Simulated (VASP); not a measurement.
# Ca (Fd-3m) in VASP: further runs

The runs below take Ca through relaxation of cell and atoms, with PBEsol.

Program: VASP 6.6.1. These are calculated values, not measurements. Logs are shortened: lines on timing, memory, paths and dates and some standing lists are left out, and cuts for length are marked.

**1. The cell of the first run**

Symmetry: Fd-3m, No. 227, cubic system. The conventional cell has a = 7.337 Å, b = 7.337 Å, c = 7.337 Å, α = 90.00°, β = 90.00°, γ = 90.00°. Within 4.2 Å of Ca (site symmetry -43m) lie 4 Ca at 3.18 Å.

This isn't the form of Ca at room conditions, which is fcc.

**2. Relaxation of cell and atoms, PBEsol, target pressure 0.35 GPa, at which the enthalpy is minimised**

Contents of INCAR:

```
  PREC = Accurate
  ENCUT = 600
  EDIFF = 1E-7
  ISMEAR = -1
  SIGMA = 0.08
  LREAL = False
  LASPH = True
  NELM = 100
  ALGO = Normal
  ISIF = 3
  LWAVE = False
  LCHARG = False
  GGA = PS
  IBRION = 2
  NSW = 60
  EDIFFG = -0.005
  PSTRESS = 3.5
```

Contents of KPOINTS:

```
Automatic mesh
0
Gamma
  9 9 9
```

Contents of POSCAR:

```
Ca
1.0
    0.0000000000      3.6685735683      3.6685735683
    3.6685735683      0.0000000000      3.6685735683
    3.6685735683      3.6685735683      0.0000000000
Ca
2
Direct
   -0.1250000000     -0.1250000000     -0.1250000000
    0.1250000000      0.1250000000      0.1250000000
```

Potentials or basis: VASP PAW PBE potentials, release 64 (Ca_sv).

Command:

```console
> cat potpaw_PBE.64/Ca_sv/POTCAR > POTCAR
> mpirun -np 1 vasp_std > vasp.out
```

OUTCAR:

```text
PREC = Accurate
   ENCUT = 600
   EDIFF = 1E-7
   ISMEAR = -1
   LREAL = False
   LASPH = True
   NELM = 100
   ISIF = 3
   GGA = PS
   IBRION = 2
   NSW = 60
   EDIFFG = -0.005
   PSTRESS = 3.5

 ion  position               nearest neighbor table
   1  0.875  0.875  0.875-
   2  0.125  0.125  0.125-

  LATTYP: Found a face centered cubic cell.
 ALAT       =     7.3371471366

  Lattice vectors:

 A1 = (   0.0000000000,   3.6685735683,   3.6685735683)
 A2 = (   3.6685735683,   0.0000000000,   3.6685735683)
 A3 = (   3.6685735683,   3.6685735683,   0.0000000000)

Analysis of symmetry for initial positions (statically):
=====================================================================
 Subroutine PRICEL returns:
 Original cell was already a primitive cell.

 Routine SETGRP: Setting up the symmetry group for a
 face centered cubic supercell.

 Subroutine GETGRP returns: Found 48 space group operations
 (whereof 12 operations were pure point group operations)
 out of a pool of 48 trial point group operations.

The static configuration has the point symmetry D_3d.
 The point group associated with its full space group is O_h .

Analysis of symmetry for dynamics (positions and initial velocities):
=====================================================================
 Subroutine PRICEL returns:
 Original cell was already a primitive cell.

 Routine SETGRP: Setting up the symmetry group for a
 face centered cubic supercell.

 Subroutine GETGRP returns: Found 48 space group operations
 (whereof 12 operations were pure point group operations)
 out of a pool of 48 trial point group operations.

The dynamic configuration has the point symmetry D_3d.
 The point group associated with its full space group is O_h .

 Subroutine INISYM returns: Found 48 space group operations
 (whereof 12 operations are pure point group operations),
 and found     1 'primitive' translations

----------------------------------------------------------------------------------------

                                     Primitive cell

  volume of cell :      98.7465

  direct lattice vectors                    reciprocal lattice vectors
     0.000000000  3.668573568  3.668573568    -0.136292755  0.136292755  0.136292755
     3.668573568  0.000000000  3.668573568     0.136292755 -0.136292755  0.136292755
     3.668573568  3.668573568  0.000000000     0.136292755  0.136292755 -0.136292755

  length of vectors
     5.188146495  5.188146495  5.188146495     0.236065977  0.236065977  0.236065977

  position of ions in fractional coordinates (direct lattice)
     0.875000000  0.875000000  0.875000000
     0.125000000  0.125000000  0.125000000

  ion indices of the primitive-cell ions
   primitive index   ion index
                 1           1
                 2           2

----------------------------------------------------------------------------------------

 KPOINTS: Automatic mesh

Automatic generation of k-mesh.
 Grid dimensions read from file:
 generate k-points for:    9    9    9

 Generating k-lattice:

  Cartesian coordinates                     Fractional coordinates (reciprocal lattice)
    -0.015143639  0.015143639  0.015143639     0.111111111  0.000000000  0.000000000
     0.015143639 -0.015143639  0.015143639     0.000000000  0.111111111  0.000000000
     0.015143639  0.015143639 -0.015143639     0.000000000  0.000000000  0.111111111

  Length of vectors
     0.026229553  0.026229553  0.026229553

  Shift w.r.t. Gamma in fractional coordinates (k-lattice)
     0.000000000  0.000000000  0.000000000

 Subroutine IBZKPT returns following result:
 ===========================================

 Found     35 irreducible k-points:

 Following reciprocal coordinates:
            Coordinates               Weight
  0.000000  0.000000  0.000000      1.000000
  0.111111  0.000000  0.000000      8.000000
  0.222222  0.000000  0.000000      8.000000
  0.333333  0.000000  0.000000      8.000000
  0.444444  0.000000  0.000000      8.000000
  0.111111  0.111111  0.000000      6.000000
[... 16 lines left out ...]
 -0.333333  0.333333  0.000000     12.000000
  0.444444  0.444444  0.000000      6.000000
 [... further k-points ...]
   k-points           NKPTS =     35   k-points in BZ     NKDIM =     35   number of bands    NBANDS=     14
   number of dos      NEDOS =    301   number of ions     NIONS =      2
   total plane-waves  NPLWV =  74088
   dimension x,y,z NGX =    42 NGY =   42 NGZ =   42
   dimension x,y,z NGXF=    84 NGYF=   84 NGZF=   84
   ions per type =               2
   NGX,Y,Z   is equivalent  to a cutoff of  13.46, 13.46, 13.46 a.u.
   NGXF,Y,Z  is equivalent  to a cutoff of  26.92, 26.92, 26.92 a.u.
 SYSTEM =  unknown system
   PREC   = accura    normal or accurate (medium, high low for compatibility)
   ISTART =      0    job   : 0-new  1-cont  2-samecut
   ICHARG =      2    charge: 1-file 2-atom 10-const
   ISPIN  =      1    spin polarized calculation?
   LNONCOLLINEAR =      F non collinear calculations
   LSORBIT =      F    spin-orbit coupling
   LASPH  =      T    aspherical Exc in radial PAW
   ENCUT  =  600.0 eV  44.10 Ry    6.64 a.u.  10.36 10.36 10.36*2*pi/ulx,y,z
   NELM   =    100;   NELMIN=  2; NELMDL= -5     # of ELM steps
   EDIFF  = 0.1E-06   stopping-criterion for ELM
   LREAL  =      F    real-space projection
   EDIFFG = -.5E-02   stopping-criterion for IOM
   NSW    =     60    number of steps for IOM
   IBRION =      2    ionic relax: 0-MD 1-quasi-New 2-CG
   NFREE  =      1    steps in history (QN), initial steepest desc. (CG)
   ISIF   =      3    stress and relaxation
   ISYM   =      2    0-nonsym 1-usesym 2-fastsym
   POTIM  = 0.5000    time-step for ionic-motion
   TEBEG  =    0.0;   TEEND  =   0.0 temperature during run
   PSTRESS=    3.5 pullay stress
   NELECT =      20.0000    total number of electrons
   NUPDOWN=      -1.0000    fix difference up-down
   EMIN   =  10.00;   EMAX   =-10.00  energy-range for DOS
   EFERMI =   0.00;   METHOD = LEGACY
   ISMEAR =    -1;   SIGMA  =   0.08  broadening in eV -4-tet -1-fermi 0-gaus
   EFERMI_NEDOS =   21; number of points for ismear=-14 and -15
   IALGO  =     38    algorithm
   IMIX   =      4    mixing-type and parameters
     AMIX     =   0.40;   BMIX     =  1.00
     AMIX_MAG =   1.60;   BMIX_MAG =  1.00
  volume/ion in A,a.u.               =      49.37       333.19
  Fermi-wavevector in a.u.,A,eV,Ry     =   0.961415  1.816811 12.576123  0.924319
  Thomas-Fermi vector in A             =   2.090785
   LORBIT       =      0    0 simple, 1 ext, 2 COOP (PROOUT), +10 PAW based schemes
   GGA     = PS    functional components
   LHFCALC =     F    Hartree Fock is set to
   AEXX    =    0.0000 exact exchange contribution
   IVDW    =     0    specifies the selected vdW correction
   LEPSILON=     F    determine dielectric tensor
   LRPA    =     F    only Hartree local field effects (RPA)
 conjugate gradient relaxation of ions
 non-spin polarized calculation
  energy-cutoff  :      600.00
  volume of cell :       98.75
 maximum number of plane-waves:      3314
 NGX is ok and might be reduce to    42
   NGX = 21   NGY = 21   NGZ = 21

--------------------------------------- Ionic step        1  -------------------------------------------

 number of electron      19.9999999 magnetization

 Free energy of the ion-electron system (eV)
  ---------------------------------------------------
  ext. energy  EPLUGINS =         0.00000000
  ---------------------------------------------------
  free energy    TOTEN  =        -1.74806923 eV

  energy without entropy =       -1.67180602  energy(sigma->0) =       -1.70993763

------------------------ aborting loop because EDIFF is reached ----------------------------------------

  FORCE on cell =-STRESS in cart. coord.  units (eV):
  Direction    XX          YY          ZZ          XY          YZ          ZX
  --------------------------------------------------------------------------------------
  -------------------------------------------------------------------------------------
  Total        1.4630207      1.4630207      1.4630207     -0.0000000     -0.0000000     -0.0000000
  in kB       23.7377394     23.7377394     23.7377394     -0.0000000     -0.0000000     -0.0000000
  external PRESSURE =      20.2377394 kB  Pullay stress =       3.5000000 kB
[... 61 lines left out ...]
  enthalpy is  TOTEN    =        -1.6327587725 eV   P V=        0.2357764766

--------------------------------------- Ionic step        3  -------------------------------------------

 number of electron      20.0000004 magnetization

 Free energy of the ion-electron system (eV)
  ---------------------------------------------------
  ext. energy  EPLUGINS =         0.00000000
  ---------------------------------------------------
  free energy    TOTEN  =        -2.06911246 eV

  energy without entropy =       -1.99352061  energy(sigma->0) =       -2.03131654

 E-fermi :   0.1648     XC(G=0):  -6.2529

 val. band max:        0.1625304215   @ k =  -0.2222   0.2222   0.0000
 cond. band min:       0.1755270562   @ k =  -0.2222   0.3333   0.1111
 fundamental gap:      0.0129966347
 Fermi energy:         0.1648074174

 k-point     1 :       0.0000    0.0000    0.0000
  band No.  band energies     occupation
      1     -42.6785      2.00000
      2     -42.6484      2.00000
      3     -23.7568      2.00000
      4     -23.7568      2.00000
      5     -23.7568      2.00000
      6     -23.6623      2.00000
      7     -23.6623      2.00000
      8     -23.6623      2.00000
      9      -2.9880      2.00000
     10       0.8451      0.00041
     11       0.8451      0.00041
     12       0.8451      0.00041
     13       1.0252      0.00004
     14       1.0252      0.00004
[... 375 lines left out ...]
 k-point    24 :       0.4444    0.4444    0.0000
  band No.  band energies     occupation
      1     -42.6661      2.00000
      2     -42.6608      2.00000
      3     -23.7745      2.00000
      4     -23.7745      2.00000
      5     -23.7186      2.00000
      6     -23.7022      2.00000
      7     -23.6450      2.00000
      8     -23.6450      2.00000
      9      -1.2484      2.00000
     10      -0.4180      1.99863
     11       0.2850      0.36425
     12       0.3829      0.12287
     13       1.0634      0.00003
     14       1.0634      0.00003

 [... further k-points ...]
[... 5 lines left out ...]
  --------------------------------------------------------------------------------------
  -------------------------------------------------------------------------------------
  Total        0.3083394      0.3083394      0.3083394      0.0000000     -0.0000000      0.0000000
  in kB        3.5576277      3.5576277      3.5576277      0.0000000     -0.0000000      0.0000000
  external PRESSURE =       0.0576277 kB  Pullay stress =       3.5000000 kB
[... 17 lines left out ...]
  FREE ENERGIE OF THE ION-ELECTRON SYSTEM (eV)
  ---------------------------------------------------
  free  energy   TOTEN  =        -2.0691124626 eV

  energy  without entropy=       -1.9935206088  energy(sigma->0) =       -2.03131654

  enthalpy is  TOTEN    =        -1.7657676937 eV   P V=        0.3033447689

 reached required accuracy - stopping structural energy minimisation
```

Wall time 2.5 min (1 thread of Intel Xeon 6975P-C (Granite Rapids), shared host); peak memory 0.29 GiB.

Results:

```
Free energy                                                : -2.0691 eV
Relaxed volume                                             : 69.43 Å³/atom
Relaxed cell                                               : a = 5.813 Å, b = 5.813 Å, c = 5.813 Å, α = 60.00°, β = 60.00°, γ = 60.00°
Space group after relaxing (to 0.1 Å)                      : Fd-3m (No. 227)
Energy change on relaxing (the run minimises the enthalpy) : -160.5 meV/atom
Ionic steps                                                : 3
Pressure after relaxing                                    : 0.4 GPa
Band gap on the k mesh                                     : zero (bands 10 and 11 overlap by 0.89 eV)
```

Step by step:
```tsv
step	energy change (eV)	largest force (eV/Å)	pressure (GPa)	volume (Å³)
1	0.0000	0.0000	2.37	98.75
2	-0.1205	0.0000	1.83	107.93
3	-0.3210	0.0000	0.36	138.86
```

Final structure:
```xyz
2
Lattice="0.0000 4.1101 4.1101 4.1101 0.0000 4.1101 4.1101 4.1101 0.0000" Properties=species:S:1:pos:R:3 pbc="T T T"
Ca    7.1926    7.1926    7.1926
Ca    1.0275    1.0275    1.0275
```

Levels at points of the mesh, in eV from the Fermi level:
```
           k point  band 7  band 8  band 9  band 10  band 11  band 12  band 13  band 14
(0.00, 0.00, 0.00)  -23.83  -23.83   -3.15     0.68     0.68     0.68     0.86     0.86
```

Caveat: the cell is relaxed towards a set pressure, so the run minimises the enthalpy, not the energy; the volume moved by over 15 % at a fixed basis, so the end points are rough; the PAW data sets were made with another functional, which shifts forces and pressure a little.

**3. Relaxation of cell and atoms, PBEsol, target pressure 0.35 GPa, at which the enthalpy is minimised**

This run uses another cell than the first one, of 69.42 Å³/atom.

Contents of INCAR:

```
SYSTEM = Ca
PREC     = Accurate       ! precision mode
ENCUT    = 600            ! plane-wave cutoff, eV
EDIFF    = 1E-6           ! SCF threshold, eV
ISMEAR   = -1             ! smearing method
SIGMA    = 0.08           ! smearing width, eV
LREAL    = .False.        ! projectors in reciprocal space
LASPH    = .True.         ! aspherical terms in the spheres
NELM     = 80             ! most SCF steps
ALGO     = Normal         ! electronic algorithm
ISIF     = 3              ! what is computed and relaxed
LWAVE    = .False.        ! write WAVECAR
LCHARG   = .False.        ! write CHGCAR
GGA      = PS             ! functional
IBRION   = 2              ! ionic algorithm
NSW      = 32             ! ionic steps
EDIFFG   = -0.005         ! ionic threshold
PSTRESS  = 3.5
```

Contents of KPOINTS:

```
regular mesh
0
Gamma
  9 9 9
  0 0 0
```

Contents of POSCAR:

```
Ca
1.0
    0.0000000000      4.1098847311      4.1098847311
    4.1098847311      0.0000000000      4.1098847311
    4.1098847311      4.1098847311      0.0000000000
Ca
2
Direct
   -0.1250000000     -0.1250000000     -0.1250000000
    0.1250000000      0.1250000000      0.1250000000
```

Potentials or basis: VASP PAW PBE potentials, release 64 (Ca_sv).

Command:

```console
> cat potpaw_PBE.64/Ca_sv/POTCAR > POTCAR
> mpirun -np 1 vasp_std > vasp.out
```

Wall time 1.8 min (1 thread of Intel Xeon 6975P-C (Granite Rapids), shared host); peak memory 0.37 GiB.

It converged, with:

* Free energy: -2.0753 eV
* Relaxed volume: 69.77 Å³/atom
* Relaxed cell: a = 5.822 Å, b = 5.822 Å, c = 5.822 Å, α = 60.00°, β = 60.00°, γ = 60.00°
* Space group after relaxing (to 0.1 Å): Fd-3m (No. 227)
* Energy change on relaxing (the run minimises the enthalpy): -0.8 meV/atom
* Ionic steps: 3
* Pressure after relaxing: 0.3 GPa
* Band gap on the k mesh: zero (bands 10 and 11 overlap by 0.89 eV)

Step by step:
| step | energy change (eV) | largest force (eV/Å) | pressure (GPa) | volume (Å³) |
| --- | --- | --- | --- | --- |
| 1 | 0.0000 | 0.0000 | 0.37 | 138.84 |
| 2 | -0.0004 | 0.0000 | 0.37 | 139.02 |
| 3 | -0.0016 | 0.0000 | 0.35 | 139.54 |

Final structure:
```
CELL_PARAMETERS angstrom
0.00000 4.11674 4.11674
4.11674 0.00000 4.11674
4.11674 4.11674 0.00000
ATOMIC_POSITIONS crystal
Ca 0.87500 0.87500 0.87500
Ca 0.12500 0.12500 0.12500
```

Levels at points of the mesh, in eV from the Fermi level:
```
           k point  band 6  band 7  band 8  band 9  band 10  band 11  band 12  band 13  band 14
(0.00, 0.00, 0.00)  -23.83  -23.83  -23.83   -3.15     0.68     0.68     0.68     0.86     0.86
```

Caveat: the cell is relaxed towards a set pressure, so the run minimises the enthalpy, not the energy; the PAW data sets were made with another functional, which shifts forces and pressure a little.
